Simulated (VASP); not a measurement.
Wanted: the native input for a VASP 6.6.1 run.

```
Task                   : relaxation of cell and atoms
Functional             : pbe exchange, lda correlation
Potentials or basis    : VASP PAW PBE potentials, release 64 (Ca_sv)
Cutoff                 : 500 eV
k mesh                 : 4 × 4 × 4
Occupations            : fermi-dirac, width 0.1 eV
Spin                   : no spin polarisation
Target pressure        : 10 GPa
Dipole correction      : no
Further INCAR settings : ALGO = Normal; EDIFF = 1e-07; IBRION = 2; EDIFFG = -0.02; NSW = 80; ISIF = 3
```

The structure of Ca lies in POSCAR:

```
Ca
1.0
    0.0000000000      3.8400000000      3.8400000000
    3.8400000000      0.0000000000      3.8400000000
    3.8400000000      3.8400000000      0.0000000000
Ca
2
Direct
    1.0000000000      1.0000000000      1.0000000000
    0.2500000000      0.2500000000      0.2500000000
```

This isn't the form of Ca at room conditions, which is fcc.

These files were run (other wordings do the same):

INCAR

```
PREC     = Accurate       # precision mode
ENCUT    = 500            # plane-wave cutoff, eV
EDIFF    = 1E-7           # SCF threshold, eV
ISMEAR   = -1             # smearing method
SIGMA    = 0.1            # smearing width, eV
LREAL    = F              # projectors in reciprocal space
LASPH    = T              # aspherical terms in the spheres
NELM     = 120            # most SCF steps
ALGO     = Normal         # electronic algorithm
ISIF     = 3              # what is computed and relaxed
LWAVE    = F              # write WAVECAR
LCHARG   = F              # write CHGCAR
GGA      = LIBXC          # functional
LIBXC1   = GGA_X_PBE    
LIBXC2   = LDA_C_PW     
IBRION   = 2              # ionic algorithm
NSW      = 80             # ionic steps
EDIFFG   = -0.02          # ionic threshold
PSTRESS  = 100.0        
GGA_COMPAT= F            
NELMIN   = 4
```

KPOINTS

```
Automatic mesh
0
Gamma
  4 4 4
```

Potentials or basis: VASP PAW PBE potentials, release 64 (Ca_sv).

Launch:

```console
$ cat potpaw_PBE.64/Ca_sv/POTCAR > POTCAR
$ mpirun -np 1 vasp_std > vasp.out
```

Results of the run:

- Relaxed volume: 27.78 Å³/atom
- Relaxed cell: a = 4.283 Å, b = 4.283 Å, c = 4.283 Å, α = 60.00°, β = 60.00°, γ = 60.00°
- Space group after relaxing (to 0.1 Å): Fd-3m (No. 227)
- Energy change on relaxing (the run minimises the enthalpy): +954.1 meV/atom
- Ionic steps: 6
- Pressure after relaxing: 10.0 GPa
- Band gap on the k mesh: zero (bands 10 and 11 overlap by 0.38 eV)

Caveat: the cell is relaxed towards a set pressure, so the run minimises the enthalpy, not the energy; the volume moved by over 15 % at a fixed basis, so the end points are rough; the PAW data sets were made with another functional, which shifts forces and pressure a little.

It took 2.1 min on 1 thread of AMD EPYC 7R43 64-Core Processor (Zen 3) (shared host), peak memory 0.21 GiB.
